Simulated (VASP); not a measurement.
A run of VASP 6.6.1:

Contents of INCAR:

```
PREC = Accurate ; ENCUT = 520
EDIFF = 1E-6 ; ISMEAR = 0
SIGMA = 0.1 ; LREAL = False
LASPH = True ; NELM = 120
ALGO = Normal ; ISIF = 2
LWAVE = False ; LCHARG = True
LDIPOL = True ; IDIPOL = 3
DIPOL = 0.5 0.5 0.654 ; GGA = PE
IVDW = 12 ; LELF = True
LVHAR = True ; LVACPOTAV = True
NBANDS = 12 ; GGA_COMPAT = False
NELMDL = -8
```

File KPOINTS:

```
regular mesh
0
Gamma
  4 4 1
```

The input POSCAR:

```
N
1.0
    6.3396999943      0.0000000000      0.0000000000
   -3.1698499972      5.4903412475      0.0000000000
    0.0000000000      0.0000000000     25.5295434703
N
2
Direct
    0.4793821081      0.5206917155      0.6536798919
    0.3526584794      0.6475536071      0.6552546486
```

Potentials or basis: VASP PAW PBE potentials, release 64 (N).

Run with:

```sh
$ cat potpaw_PBE.64/N/POTCAR > POTCAR
$ mpirun -np 1 vasp_std > vasp.out
```

Hardware: 1 thread of Oxide Virtual Turin-like Processor (shared host).

Task: How long does it take, and how much memory?

Result: Run time: 4.6 min on 1 thread of Oxide Virtual Turin-like Processor (shared host), peak memory 0.79 GiB. Counts: scf iterations 23, k points 10.
